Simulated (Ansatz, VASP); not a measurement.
LiF: VASP beside Ansatz

```
Li F
1.0
     2.45715    0.00000    0.00000
     0.00000    2.45715    0.00000
     0.00000    0.00000    2.45715
Li F
1 1
Direct
  0.00000 0.00000 0.00000
  0.50000 0.50000 0.50000
```

Change from the starting cell: strain -0.040 along x and y, -0.040 along z, atoms carried along.

Alike in both runs: task single point; functional PBE; k mesh 10 × 10 × 10; occupations gaussian, width 0.05 eV; no spin polarisation.

```csv
,VASP,Ansatz
version,VASP 6.6.1,Ansatz 0.2.0
potentials or method,"VASP PAW PBE potentials, release 64 (Li_sv, F), cutoff 520 eV","scalar-relativistic, plane waves, PAW"
valence electrons in the cell,10,10
```

```tsv
	VASP	Ansatz	Ansatz less VASP
gap on the k mesh at the Fermi level (eV)	8.60	8.59	-0.013
least direct gap on the mesh (eV)	9.40	9.39	-0.015
```

Noted on VASP's run: the cutoff is short for stress, so the pressure is rough.
